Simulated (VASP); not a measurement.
A run of VASP 6.6.1:

The input INCAR:

```
ALGO = Normal
EDIFF = 1E-6
ENCUT = 520
ISIF = 2
ISMEAR = -1
LASPH = True
LCHARG = False
LREAL = False
LWAVE = False
NBANDS = 21
NELM = 60
PREC = Accurate
SIGMA = 0.1
```

File KPOINTS:

```
k-points
0
Gamma
  12 12 7
```

POSCAR

```
Ge
1.0
    2.9887112133      0.0000000000      0.0000000000
   -1.4943556066      2.5882998353      0.0000000000
    0.0000000000      0.0000000000      4.6399390237
Ge
2
Direct
    0.3333333333      0.6666666667      0.2500000000
    0.6666666667      0.3333333333      0.7500000000
```

Potentials or basis: VASP PAW LDA potentials, release 64 (Ge_d).

Run with:

```bash
$ cat potpaw_LDA.64/Ge_d/POTCAR > POTCAR
$ mpirun -np 1 vasp_std > vasp.out
```

Hardware: 1 thread of Intel Xeon 8259CL, on a shared host.

Question: How long does it take, and how much memory?

Answer: It took 47 s on 1 thread of Intel Xeon 8259CL (shared host), peak memory 0.17 GiB. Counts: scf iterations 10, k points 76.
